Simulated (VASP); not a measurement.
Write the native input for VASP 6.6.1 that does the following.

```
Task                   : single point
Functional             : r2SCAN
Potentials or basis    : VASP PAW PBE potentials, release 64 (Ti_sv, Al)
Cutoff                 : 520 eV
k mesh                 : 7 × 7 × 7
Occupations            : methfessel-paxton, width 0.05 eV
Spin                   : no spin polarisation
Dipole correction      : no
Further INCAR settings : ALGO = Normal; EDIFF = 1e-07; NBANDS = 18
```

Crystal: TiAl3.

```
Ti Al
1.0
     3.95567    0.00000    0.00000
     0.00000    3.95567    0.00000
     0.00000    0.00000    3.95567
Ti Al
1 3
Direct
  0.00000 0.00000 0.00000
  0.50000 0.50000 0.00000
  0.50000 0.00000 0.50000
  0.00000 0.50000 0.50000
```

The input as run:

POSCAR

```
TiAl3
1.0
    3.9556710000      0.0000000000      0.0000000000
    0.0000000000      3.9556710000      0.0000000000
    0.0000000000      0.0000000000      3.9556710000
Ti Al
1 3
Direct
    0.0000000000      0.0000000000      0.0000000000
    0.5000000000      0.5000000000      0.0000000000
    0.5000000000      0.0000000000      0.5000000000
    0.0000000000      0.5000000000      0.5000000000
```

INCAR.step1

```
SYSTEM = TiAl3
ALGO = Normal ; EDIFF = 1E-4
ENCUT = 520 ; GGA = PE
ISMEAR = 1 ; LASPH = .True.
LCHARG = .False. ; LREAL = .False.
LWAVE = .True. ; NBANDS = 18
NELM = 100 ; PREC = Accurate
SIGMA = 0.05
```

INCAR.step2

```
SYSTEM = TiAl3
ALGO = Normal ; EDIFF = 1E-7
ENCUT = 520 ; ISIF = 2
ISMEAR = 1 ; ISTART = 1
LASPH = .True. ; LCHARG = .False.
LMIXTAU = .True. ; LREAL = .False.
LWAVE = .False. ; METAGGA = R2SCAN
NBANDS = 18 ; NELM = 100
PREC = Accurate ; SIGMA = 0.05
```

KPOINTS

```
k-points
0
Gamma
  7 7 7
  0 0 0
```

Potentials or basis: VASP PAW PBE potentials, release 64 (Ti_sv, Al).

The run is started by

```bash
$ cat potpaw_PBE.64/Ti_sv/POTCAR potpaw_PBE.64/Al/POTCAR > POTCAR
$ cp INCAR.step1 INCAR
$ mpirun -np 1 vasp_std > vasp.out
$ cp INCAR.step2 INCAR
$ mpirun -np 1 vasp_std > vasp.out
```

It gave:

```json
{
  "Pressure": "-0.1 GPa"
}
```

Caveat: the PAW data sets were made with another functional, which shifts forces and pressure a little.

Run time: 2.4 min on 1 thread of Intel Xeon 6975P-C, on a shared host, peak memory 0.18 GiB.
